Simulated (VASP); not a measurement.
Crystal: Si2Ni.

```xyz
3
Lattice="0.0000 2.7030 2.7030 2.7030 0.0000 2.7030 2.7030 2.7030 0.0000" Properties=species:S:1:pos:R:3 pbc="T T T"
Ni    0.0000    0.0000    0.0000
Si    4.0545    4.0545    4.0545
Si    1.3515    1.3515    1.3515
```

* Program: VASP 6.6.1
* Task: relaxation of cell and atoms
* Functional: LDA
* Potentials or basis: VASP PAW LDA potentials, release 64 (Ni, Si)
* Cutoff: 600 eV
* k mesh: 9 × 9 × 9
* Occupations: fermi-dirac, width 0.05 eV
* Spin: collinear spin, ferromagnetic start
* Starting moments: [1.0, 0.0, 0.0] μB

At the start: pressure -3.8 GPa; volume 13.17 Å³/atom.

Q: Where does the relaxation end?

A: Over 3 steps the energy falls by 4.6 meV/atom and the volume is 12.80 Å³/atom (-2.7 %); space group Fm-3m (No. 225, to 0.05 Å); moment 0.00 μB per cell.

Step by step:
```csv
step,energy change (eV),largest force (eV/Å),pressure (GPa),volume (Å³)
1,0.0000,0.0000,-3.77,39.50
2,-0.0075,0.0000,3.18,37.75
3,-0.0139,0.0000,0.09,38.41
```

Final structure:
```xyz
3
Lattice="0.0000 2.6780 2.6780 2.6780 0.0000 2.6780 2.6780 2.6780 0.0000" Properties=species:S:1:pos:R:3 pbc="T T T"
Ni    0.0000    0.0000    0.0000
Si    4.0170    4.0170    4.0170
Si    1.3390    1.3390    1.3390
```
